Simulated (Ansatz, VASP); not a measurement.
One calculation of Mo, two programs

```
Mo
1.0
     3.16073    0.00000    0.00000
     0.00000    3.16073    0.00000
     0.00000    0.00000   20.74110
Mo
4
Direct
  0.25000 0.25000 0.39365
  0.75000 0.75000 0.45849
  0.25000 0.25000 0.54151
  0.75000 0.75000 0.60635
```

Alike in both runs: functional PBE; k mesh 12 × 12 × 1; occupations fermi-dirac, width 0.08 eV; no spin polarisation.

Ansatz relaxed the structure, and its values are those at the end. VASP's run is a single point on that final structure, the one shown.

|  | VASP | Ansatz |
| --- | --- | --- |
| version | VASP 6.6.1 | Ansatz 0.2.0 |
| potentials or method | VASP PAW PBE potentials, release 64 (Mo_sv) | PAW with Ansatz's default frozen-core files, scalar-relativistic |
| plane-wave cutoff (eV) | 520 | 420 |
| valence electrons in the cell | 56 | 56 |

VASP gave:

- rms of the force components (eV/Å): 0.018

**Question.** What did Ansatz give for the same quantities?

**Answer.** rms of the force components (eV/Å): 0.000.

Ansatz's warnings: stress scf threshold loose, xc potential rough in thin density.
